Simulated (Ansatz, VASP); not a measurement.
## ZnS: VASP beside Ansatz

Contents of INCAR:

```
PREC     = Accurate       # precision mode
ENCUT    = 520            # plane-wave cutoff, eV
EDIFF    = 1E-6           # SCF threshold, eV
ISMEAR   = -1             # smearing method
SIGMA    = 0.02           # smearing width, eV
LREAL    = False          # projectors in reciprocal space
LASPH    = True           # aspherical terms in the spheres
NELM     = 80             # most SCF steps
ALGO     = Normal         # electronic algorithm
ISIF     = 2              # what is computed and relaxed
LWAVE    = False          # write WAVECAR
LCHARG   = False          # write CHGCAR
GGA      = PE             # functional
NBANDS   = 16             # bands
```

The input KPOINTS:

```
Automatic mesh
0
Gamma
  8 8 8
```

Contents of POSCAR:

```
ZnS
1.0
    0.0771858376      2.6940955541      2.6940955541
    2.6940955541      0.0771858376      2.6940955541
    2.7712813917      2.7712813917      0.0000000000
Zn S
1 1
Direct
    0.2449123997      0.2449123997      0.2550876003
    0.0050876003      0.0050876003     -0.0050876003
```

Input for Ansatz:

```yaml
crystal:
  lattice:
    - [0.0771858376, 2.6940955541, 2.6940955541]
    - [2.6940955541, 0.0771858376, 2.6940955541]
    - [2.7712813917, 2.7712813917, 0.0]
  atoms:
    - { symbol: Zn, position: [0.2449123997, 0.2449123997, 0.2550876003] }
    - { symbol: S, position: [0.0050876003, 0.0050876003, -0.0050876003] }
kpoints:
  mp_grid: { grid: [8, 8, 8] }
  band_path:
    path:
      - [0.0, 0.0, 0.0]
      - [-0.5, -0.5, 0.0]
      - [-0.375, -0.375, 0.25]
      - [-0.375, 0.0, 0.375]
      - [0.0, 0.0, 0.5]
      - [-0.5, -0.25, 0.25]
    npoints: 1
hamiltonian:
  xc: pbe
scf:
  occupations: { method: fermi_dirac, width: 0.02 }
  n_extra_bands: 4
output:
  forces: true
  stress: true
  eigenvalues: true
```

Change from the starting cell: shear_xy strain +5.7%.

Alike in both runs: task single point; functional PBE; k mesh 8 × 8 × 8; occupations fermi-dirac, width 0.02 eV; no spin polarisation.

|  | VASP | Ansatz |
| --- | --- | --- |
| version | VASP 6.6.1 | Ansatz 0.2.0 |
| potentials or method | VASP PAW PBE potentials, release 64 (Zn, S) | plane waves, PAW |
| plane-wave cutoff (eV) | 520 | 420 |
| valence electrons in the cell | 18 | 18 |

|  | VASP | Ansatz | Ansatz less VASP |
| --- | --- | --- | --- |
| gap on the k mesh at the Fermi level (eV) | 1.95 | 1.94 | -0.004 |
| pressure (GPa) | 2.5 | 2.3 | -0.18 |
| traceless stress, the component that is largest in VASP (GPa) | -2.76 | -2.76 | 0.000 |
| rms of the force components (eV/Å) | 0.010 | 0.009 | -0.0011 |

Atom by atom the forces differ by 0.001 eV/Å (rms over components).
